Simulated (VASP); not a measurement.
# Cl in VASP: notebook, part 2 of 2

VASP 6.6.1. Earlier steps stand in the parts before.

## 5. Single point, PBE

This run uses another cell than the first one: it holds 5 atoms, not 2.

INCAR reads:

```
PREC = Accurate ; ENCUT = 520
EDIFF = 1E-7 ; ISMEAR = 0
SIGMA = 0.1 ; LREAL = F
LASPH = T ; NELM = 100
ALGO = Normal ; ISIF = 2
LWAVE = F ; LCHARG = F
GGA = PE ; NBANDS = 26
```

KPOINTS reads:

```
regular mesh
0
Gamma
  3 3 3
```

POSCAR reads:

```
Cl
1.0
    4.1320969157      2.3856672666      3.9499698235
   -4.1320969157      2.3856672666      3.9499698235
    0.0000000000     -4.7713345332      3.9499698235
Cl
5
Direct
    0.5625543989      0.0631106740      0.0623121595
    0.0623121595      0.5625543989      0.0631106740
    0.0631106740      0.0623121595      0.5625543989
    0.8898868436      0.8898868436      0.8898868436
    0.2373425905      0.2373425905      0.2373425905
```

Potentials or basis: VASP PAW PBE potentials, release 64 (Cl).

Run with:

```sh
cat potpaw_PBE.64/Cl/POTCAR > POTCAR
mpirun -np 1 vasp_std > vasp.out
```

OUTCAR:

```text
PREC = Accurate
   ENCUT = 520
   EDIFF = 1E-7
   ISMEAR = 0
   LREAL = F
   LASPH = T
   NELM = 100
   ISIF = 2
   GGA = PE

 ion  position               nearest neighbor table
   1  0.563  0.063  0.062-   5 2.39   4 2.39
   2  0.062  0.563  0.063-   5 2.39   4 2.39
   3  0.063  0.062  0.563-   5 2.39   4 2.39
   4  0.890  0.890  0.890-   1 2.39   2 2.39   3 2.39
   5  0.237  0.237  0.237-   2 2.39   1 2.39   3 2.39

[... 356 lines left out ...]
  Direction    XX          YY          ZZ          XY          YZ          ZX
  --------------------------------------------------------------------------------------
  -------------------------------------------------------------------------------------
  Total       -0.1790187     -0.1790187     -0.0557261      0.0000000     -0.0000000      0.0000000
  in kB       -1.2276757     -1.2276757     -0.3821588      0.0000001     -0.0000000      0.0000000
  external PRESSURE =      -0.9458367 kB  Pullay stress =       0.0000000 kB

 VOLUME and BASIS-vectors are now :
 -----------------------------------------------------------------------------
  energy-cutoff  :      520.00
  volume of cell :      233.63
      direct lattice vectors                 reciprocal lattice vectors
     4.132096916  2.385667267  3.949969824     0.121003938  0.069861656  0.084388830
    -4.132096916  2.385667267  3.949969824    -0.121003938  0.069861656  0.084388830
     0.000000000 -4.771334533  3.949969824     0.000000000 -0.139723313  0.084388830

 POSITION                                       TOTAL-FORCE (eV/Angst)
 -----------------------------------------------------------------------------------
      2.06375      1.19532      2.71749         0.002561     -0.001714      0.001962
     -2.06705      1.18960      2.71749         0.000204      0.003075      0.001962
      0.00330     -2.38492      2.71749        -0.002765     -0.001361      0.001962
      0.00000      0.00000     10.54508         0.000000     -0.000000      0.012814
      0.00000      0.00000      2.81249         0.000000     -0.000000     -0.018700
 -----------------------------------------------------------------------------------
    total drift:                                0.000000      0.000000      0.000034

  FREE ENERGIE OF THE ION-ELECTRON SYSTEM (eV)
  ---------------------------------------------------
  free  energy   TOTEN  =        -8.1110844548 eV

  energy  without entropy=       -8.0743127397  energy(sigma->0) =       -8.09269860
```

OSZICAR:

```text
N       E                     dE             d eps       ncg     rms          rms(c)
DAV:   1     0.272123823231E+03    0.27212E+03   -0.13290E+04   312   0.105E+03
DAV:   2     0.224761112324E+02   -0.24965E+03   -0.24324E+03   456   0.213E+02
DAV:   3    -0.824289756698E+01   -0.30719E+02   -0.30530E+02   364   0.825E+01
DAV:   4    -0.874451782939E+01   -0.50162E+00   -0.50055E+00   360   0.129E+01
DAV:   5    -0.875656032796E+01   -0.12042E-01   -0.12041E-01   406   0.206E+00    0.166E+01
DAV:   6    -0.824279325602E+01    0.51377E+00   -0.41872E-01   392   0.454E+00    0.103E+01
DAV:   7    -0.811501415218E+01    0.12778E+00   -0.66089E-01   400   0.401E+00    0.155E+00
DAV:   8    -0.811166616357E+01    0.33480E-02   -0.28477E-02   354   0.113E+00    0.885E-01
DAV:   9    -0.811091257305E+01    0.75359E-03   -0.74998E-03   330   0.466E-01    0.135E-01
DAV:  10    -0.811097936636E+01   -0.66793E-04   -0.23222E-04   350   0.102E-01    0.563E-02
DAV:  11    -0.811104757476E+01   -0.68208E-04   -0.36732E-05   322   0.324E-02    0.160E-02
DAV:  12    -0.811108218799E+01   -0.34613E-04   -0.15314E-05   326   0.212E-02    0.150E-02
DAV:  13    -0.811108435158E+01   -0.21636E-05   -0.14262E-06   404   0.600E-03    0.730E-03
DAV:  14    -0.811108453538E+01   -0.18379E-06   -0.30685E-07   292   0.371E-03    0.284E-03
DAV:  15    -0.811108445484E+01    0.80538E-07   -0.27795E-07   316   0.301E-03
   1 F= -.81110845E+01 E0= -.80926986E+01  d E =-.367717E-01
```

Wall time 21 s (1 thread of Intel Xeon Platinum 8559C (Emerald Rapids), shared host); peak memory 0.3 GiB.

What came out:

```yaml
Free_energy: -8.1111 eV
Pressure: -0.1 GPa
Largest_force: 0.019 eV/Å
```

Forces on the atoms (eV/Å):
```
Cl   0.003 -0.002  0.002
Cl   0.000  0.003  0.002
Cl  -0.003 -0.001  0.002
Cl   0.000  0.000  0.013
Cl   0.000  0.000 -0.019
```

Stress tensor (GPa, compression positive):
```
-0.12  0.00  0.00
 0.00 -0.12  0.00
 0.00  0.00 -0.04
```

Caveat: an odd number of electrons without spin polarisation forces a metal; a magnetic or distorted state may lie lower.

## 6. Single point, PBE

This run uses another cell than the first one: it holds 5 atoms, not 2.

INCAR reads:

```
  ALGO = Normal
  EDIFF = 1E-7
  ENCUT = 520
  GGA = PE
  ISIF = 2
  ISMEAR = 0
  LASPH = T
  LCHARG = F
  LREAL = F
  LWAVE = F
  NBANDS = 26
  NELM = 100
  PREC = Accurate
  SIGMA = 0.1
```

KPOINTS reads:

```
k-points
0
Gamma
  6 6 6
```

POSCAR reads:

```
Cl
1.0
    4.1234441671      2.3806715999      4.0253233073
   -4.1234441671      2.3806715999      4.0253233073
    0.0000000000     -4.7613431998      4.0253233073
Cl
5
Direct
    0.5000000000      0.0000000000      0.0000000000
    0.0000000000      0.5000000000      0.0000000000
    0.0000000000      0.0000000000      0.5000000000
    0.8319834772      0.8319834772      0.8319834772
    0.1680165228      0.1680165228      0.1680165228
```

Potentials or basis: VASP PAW PBE potentials, release 64 (Cl).

Run with:

```sh
cat potpaw_PBE.64/Cl/POTCAR > POTCAR
mpirun -np 1 vasp_std > vasp.out
```

OUTCAR:

```text
EDIFF = 1E-7
   ENCUT = 520
   GGA = PE
   ISIF = 2
   ISMEAR = 0
   LASPH = T
   LREAL = F
   NELM = 100
   PREC = Accurate

 ion  position               nearest neighbor table
   1  0.500  0.000  0.000-   4 2.38   5 2.38
   2  0.000  0.500  0.000-   4 2.38   5 2.38
   3  0.000  0.000  0.500-   4 2.38   5 2.38
   4  0.832  0.832  0.832-   1 2.38   2 2.38   3 2.38
   5  0.168  0.168  0.168-   1 2.38   2 2.38   3 2.38

  LATTYP: Found a trigonal (rhomboedric) cell.
 ALAT       =     6.2348710327
 COS(alpha) =     0.1252271746

  Lattice vectors:

 A1 = (   4.1234441671,   2.3806715999,   4.0253233073)
 A2 = (  -4.1234441671,   2.3806715999,   4.0253233073)
 A3 = (   0.0000000000,  -4.7613431998,   4.0253233073)

Analysis of symmetry for initial positions (statically):
=====================================================================
 Subroutine PRICEL returns:
 Original cell was already a primitive cell.

 Routine SETGRP: Setting up the symmetry group for a
 trigonal (rhombohedral) supercell.

 Subroutine GETGRP returns: Found 12 space group operations
 (whereof 12 operations were pure point group operations)
 out of a pool of 12 trial point group operations.

The static configuration has the point symmetry D_3d.

Analysis of symmetry for dynamics (positions and initial velocities):
=====================================================================
 Subroutine PRICEL returns:
 Original cell was already a primitive cell.

 Routine SETGRP: Setting up the symmetry group for a
 trigonal (rhombohedral) supercell.

 Subroutine GETGRP returns: Found 12 space group operations
 (whereof 12 operations were pure point group operations)
 out of a pool of 12 trial point group operations.

The dynamic configuration has the point symmetry D_3d.

 Subroutine INISYM returns: Found 12 space group operations
 (whereof 12 operations are pure point group operations),
 and found     1 'primitive' translations

----------------------------------------------------------------------------------------

                                     Primitive cell

  volume of cell :     237.0891

  direct lattice vectors                    reciprocal lattice vectors
     4.123444167  2.380671600  4.025323307     0.121257856  0.070008256  0.082809083
    -4.123444167  2.380671600  4.025323307    -0.121257856  0.070008256  0.082809083
     0.000000000 -4.761343200  4.025323307     0.000000000 -0.140016512  0.082809083

  length of vectors
     6.234871033  6.234871033  6.234871033     0.162671349  0.162671349  0.162671349

  position of ions in fractional coordinates (direct lattice)
     0.500000000  1.000000000  0.000000000
     1.000000000  0.500000000  0.000000000
     0.000000000  0.000000000  0.500000000
     0.831983477  0.831983477  0.831983477
     0.168016523  0.168016523  0.168016523

  ion indices of the primitive-cell ions
   primitive index   ion index
                 1           1
                 2           2
                 3           3
                 4           4
                 5           5
[... 21 lines left out ...]

 Subroutine IBZKPT returns following result:
 ===========================================

 Found     32 irreducible k-points:

 Following reciprocal coordinates:
            Coordinates               Weight
  0.000000  0.000000  0.000000      1.000000
  0.166667  0.000000  0.000000      6.000000
  0.333333  0.000000  0.000000      6.000000
  0.500000  0.000000  0.000000      3.000000
  0.166667  0.166667  0.000000      6.000000
  0.333333  0.166667  0.000000     12.000000
[... 16 lines left out ...]
  0.500000  0.500000  0.166667      6.000000
 -0.333333  0.500000  0.166667     12.000000
 [... further k-points ...]
   k-points           NKPTS =     32   k-points in BZ     NKDIM =     32   number of bands    NBANDS=     26
   number of dos      NEDOS =    301   number of ions     NIONS =      5
   total plane-waves  NPLWV = 110592
   dimension x,y,z NGX =    48 NGY =   48 NGZ =   48
   dimension x,y,z NGXF=    96 NGYF=   96 NGZF=   96
   ions per type =               5
   NGX,Y,Z   is equivalent  to a cutoff of  12.80, 12.80, 12.80 a.u.
   NGXF,Y,Z  is equivalent  to a cutoff of  25.60, 25.60, 25.60 a.u.
 SYSTEM =  unknown system
   PREC   = accura    normal or accurate (medium, high low for compatibility)
   ISTART =      0    job   : 0-new  1-cont  2-samecut
   ICHARG =      2    charge: 1-file 2-atom 10-const
   ISPIN  =      1    spin polarized calculation?
   LNONCOLLINEAR =      F non collinear calculations
   LSORBIT =      F    spin-orbit coupling
   LASPH  =      T    aspherical Exc in radial PAW
   ENCUT  =  520.0 eV  38.22 Ry    6.18 a.u.  11.59 11.59 11.59*2*pi/ulx,y,z
   NELM   =    100;   NELMIN=  2; NELMDL= -5     # of ELM steps
   EDIFF  = 0.1E-06   stopping-criterion for ELM
   LREAL  =      F    real-space projection
   EDIFFG = 0.1E-05   stopping-criterion for IOM
   NSW    =      0    number of steps for IOM
   IBRION =     -1    ionic relax: 0-MD 1-quasi-New 2-CG
   NFREE  =      0    steps in history (QN), initial steepest desc. (CG)
   ISIF   =      2    stress and relaxation
   ISYM   =      2    0-nonsym 1-usesym 2-fastsym
   POTIM  = 0.5000    time-step for ionic-motion
   TEBEG  =    0.0;   TEEND  =   0.0 temperature during run
   PSTRESS=    0.0 pullay stress
   NELECT =      35.0000    total number of electrons
   NUPDOWN=      -1.0000    fix difference up-down
   EMIN   =  10.00;   EMAX   =-10.00  energy-range for DOS
   EFERMI =   0.00;   METHOD = LEGACY
   ISMEAR =     0;   SIGMA  =   0.10  broadening in eV -4-tet -1-fermi 0-gaus
   EFERMI_NEDOS =   21; number of points for ismear=-14 and -15
   IALGO  =     38    algorithm
   IMIX   =      4    mixing-type and parameters
     AMIX     =   0.40;   BMIX     =  1.00
     AMIX_MAG =   1.60;   BMIX_MAG =  1.00
  volume/ion in A,a.u.               =      47.42       319.99
  Fermi-wavevector in a.u.,A,eV,Ry     =   0.865221  1.635030 10.185418  0.748607
  Thomas-Fermi vector in A             =   1.983432
   LORBIT       =      0    0 simple, 1 ext, 2 COOP (PROOUT), +10 PAW based schemes
   GGA     = PE    functional components
   LHFCALC =     F    Hartree Fock is set to
   AEXX    =    0.0000 exact exchange contribution
   IVDW    =     0    specifies the selected vdW correction
   LEPSILON=     F    determine dielectric tensor
   LRPA    =     F    only Hartree local field effects (RPA)
 non-spin polarized calculation
 Gauss-broadening in eV      SIGMA  =   0.10
  energy-cutoff  :      520.00
  volume of cell :      237.09
 maximum number of plane-waves:      6453
 NGX is ok and might be reduce to    48

 number of electron      35.0000015 magnetization

 Free energy of the ion-electron system (eV)
  ---------------------------------------------------
  ext. energy  EPLUGINS =         0.00000000
  ---------------------------------------------------
  free energy    TOTEN  =        -8.22359248 eV

  energy without entropy =       -8.21770544  energy(sigma->0) =       -8.22064896

 E-fermi :  -2.6793     XC(G=0):  -5.5633

 val. band max:       -2.7446291109   @ k =  -0.1667   0.1667   0.1667
 cond. band min:      -2.2739779660   @ k =  -0.3333   0.5000   0.1667
 fundamental gap:      0.4706511449
 Fermi energy:        -2.6792975298

 k-point     1 :       0.0000    0.0000    0.0000
  band No.  band energies     occupation
      1     -19.2876      2.00000
      2     -18.2594      2.00000
      3     -17.1533      2.00000
      4     -17.1533      2.00000
      5     -15.2010      2.00000
      6      -8.9397      2.00000
[... 685 lines left out ...]
     25       5.9060      0.00000
     26       6.0972      0.00000

 [... further k-points ...]

------------------------ aborting loop because EDIFF is reached ----------------------------------------

  FORCE on cell =-STRESS in cart. coord.  units (eV):
  Direction    XX          YY          ZZ          XY          YZ          ZX
  --------------------------------------------------------------------------------------
  -------------------------------------------------------------------------------------
  Total       -0.0936380     -0.0936380     -0.0466095      0.0000000     -0.0000000      0.0000000
  in kB       -0.6327774     -0.6327774     -0.3149731      0.0000000     -0.0000000      0.0000000
  external PRESSURE =      -0.5268426 kB  Pullay stress =       0.0000000 kB

 VOLUME and BASIS-vectors are now :
 -----------------------------------------------------------------------------
  energy-cutoff  :      520.00
  volume of cell :      237.09
      direct lattice vectors                 reciprocal lattice vectors
     4.123444167  2.380671600  4.025323307     0.121257856  0.070008256  0.082809083
    -4.123444167  2.380671600  4.025323307    -0.121257856  0.070008256  0.082809083
     0.000000000 -4.761343200  4.025323307     0.000000000 -0.140016512  0.082809083

 POSITION                                       TOTAL-FORCE (eV/Angst)
 -----------------------------------------------------------------------------------
      2.06172      1.19034      2.01266        -0.000000      0.000000     -0.000000
     -2.06172      1.19034      2.01266         0.000000     -0.000000      0.000000
      0.00000     -2.38067      2.01266         0.000000      0.000000      0.000000
      0.00000      0.00000     10.04701        -0.000000     -0.000000     -0.001373
      0.00000      0.00000      2.02896        -0.000000      0.000000      0.001373
 -----------------------------------------------------------------------------------
    total drift:                                0.000000      0.000000     -0.000000

  FREE ENERGIE OF THE ION-ELECTRON SYSTEM (eV)
  ---------------------------------------------------
  free  energy   TOTEN  =        -8.2235924771 eV

  energy  without entropy=       -8.2177054399  energy(sigma->0) =       -8.22064896
```

stdout:

```text
POSCAR found type information on POSCAR Cl
 POSCAR found :  1 types and       5 ions
 scaLAPACK will be used
 LDA part: xc-table for (Slater+PW92), standard interpolation
 POSCAR, INCAR and KPOINTS ok, starting setup
 FFT: planning ... GRIDC
 FFT: planning ... GRID_SOFT
 FFT: planning ... GRID
 WAVECAR not read
 entering main loop
```

Wall time 78 s (1 thread of Intel Xeon Platinum 8559C (Emerald Rapids), shared host); peak memory 0.36 GiB.

Results:

| Item | Value |
| --- | --- |
| Free energy | -8.2236 eV |
| Pressure | -0.1 GPa |

Caveat: an odd number of electrons without spin polarisation forces a metal; a magnetic or distorted state may lie lower.

## 7. Relaxation of cell and atoms, PBE

This run uses another cell than the first one: it holds 5 atoms, not 2.

INCAR reads:

```
SYSTEM = Cl
ALGO = Normal
EDIFF = 1E-6
EDIFFG = -0.01
ENCUT = 600
GGA = PE
IBRION = 2
ISIF = 3
ISMEAR = 0
LASPH = .True.
LCHARG = .False.
LREAL = .False.
LWAVE = .False.
NELM = 100
NSW = 100
PREC = Accurate
SIGMA = 0.1
```

KPOINTS reads:

```
k-points
0
Gamma
  6 6 6
  0 0 0
```

POSCAR reads:

```
Cl
1.0
    4.1320969157      2.3856672666      3.9499698235
   -4.1320969157      2.3856672666      3.9499698235
    0.0000000000     -4.7713345332      3.9499698235
Cl
5
Direct
    0.5000000000      0.0000000000      0.0000000000
    0.0000000000      0.5000000000      0.0000000000
    0.0000000000      0.0000000000      0.5000000000
    0.8271754268      0.8271754268      0.8271754268
    0.1728245732      0.1728245732      0.1728245732
```

Run with:

```sh
cat potpaw_PBE.64/Cl/POTCAR > POTCAR
mpirun -np 1 vasp_std > vasp.out
```

It took 4.8 min on 1 thread of Intel Xeon Platinum 8559C (Emerald Rapids), shared host; peak memory 0.41 GiB.

It converged, with:

* Free energy: -8.2234 eV
* Relaxed volume: 46.43 Å³/atom
* Relaxed cell: a = 6.181 Å, b = 6.181 Å, c = 6.181 Å, α = 83.65°, β = 83.65°, γ = 83.65°
* Space group after relaxing (to 0.05 Å): R-3m (No. 166)
* Energy gained by relaxing: 0.6 meV/atom
* Ionic steps: 8
* Pressure after relaxing: 0.0 GPa

Forces in eV/Å, atoms in the order of the input:
```
Cl   0.000  0.000  0.000
Cl   0.000  0.000  0.000
Cl   0.000  0.000  0.000
Cl   0.000  0.000  0.003
Cl   0.000  0.000 -0.003
```

The path:
```tsv
step	energy change (eV)	largest force (eV/Å)	pressure (GPa)	volume (Å³)
1	0.0000	0.0431	-0.16	233.63
2	-0.0011	0.0380	0.02	232.07
3	-0.0011	0.0393	0.01	232.20
4	-0.0011	0.0394	0.01	232.24
5	-0.0013	0.0373	0.01	232.23
6	-0.0017	0.0335	0.01	232.22
7	-0.0023	0.0222	0.01	232.19
8	-0.0029	0.0025	0.00	232.14
```

Final structure:
```
CELL_PARAMETERS angstrom
4.12198 2.37983 3.94408
-4.12198 2.37983 3.94408
0.00000 -4.75965 3.94408
ATOMIC_POSITIONS crystal
Cl 0.50000 0.00000 0.00000
Cl 0.00000 0.50000 0.00000
Cl 0.00000 0.00000 0.50000
Cl 0.83100 0.83100 0.83100
Cl 0.16900 0.16900 0.16900
```

Levels at points of the mesh, in eV from the Fermi level:
```tsv
k point	band 14	band 15	band 16	band 17	band 18	band 19	band 20	band 21
(0.00, 0.00, 0.00)	-1.90	-1.90	-1.72	-1.36	-0.45	2.17	2.17	5.14
(0.50, 0.00, 0.00)	-1.84	-1.32	-1.28	-0.84	0.56	1.00	1.86	6.39
(0.50, 0.50, 0.00)	-1.73	-1.34	-1.30	-0.94	0.55	1.02	1.85	7.11
(0.50, 0.50, 0.50)	-1.74	-1.74	-1.64	-1.37	-0.63	2.16	2.16	7.02
```

Caveat: an odd number of electrons without spin polarisation forces a metal; a magnetic or distorted state may lie lower.

## 8. Overview

```tsv
task	cell	k mesh	cutoff (eV)	smearing	gap on the mesh (eV)	pressure (GPa)	relaxed volume (Å³/atom)	largest force (eV/Å)
single point	a = 5.297 Å, angles 49.6°, 2 atoms	9 × 9 × 9	520	gaussian 0.02 eV	2.13	-0.3	-	0.19
relaxation of cell and atoms	relaxed from a = 5.269 Å, angles 48.4°, 2 atoms	9 × 9 × 9	600	gaussian 0.02 eV	2.20	0.0	40.06	0.01
single point	a = 5.310 Å, angles 44.2°, 2 atoms	6 × 6 × 6	520	gaussian 0.1 eV	3.75	20.4	-	14.94
single point	a = 6.194 Å, angles 83.7°, 5 atoms	3 × 3 × 3	520	gaussian 0.1 eV	none	-0.1	-	0.02
single point	a = 6.235 Å, angles 82.8°, 5 atoms	6 × 6 × 6	520	gaussian 0.1 eV	none	-0.1	-	-
relaxation of cell and atoms	relaxed from a = 6.194 Å, angles 83.7°, 5 atoms	6 × 6 × 6	600	gaussian 0.1 eV	none	0.0	46.43	-
```

Alike in all rows: level PBE; potentials or basis VASP PAW PBE potentials, release 64 (Cl); no spin polarisation.

Caveats: this functional lacks dispersion, which binds the layers, so the pressure and a relaxed spacing across them are unreliable (some runs); an odd number of electrons without spin polarisation forces a metal (some runs); a magnetic or distorted state may lie lower (some runs); forces of over 1 eV/Å act on the atoms, so gaps and moduli don't describe the material at rest (some runs).

Absolute energies hang on the potentials; compare differences alone.
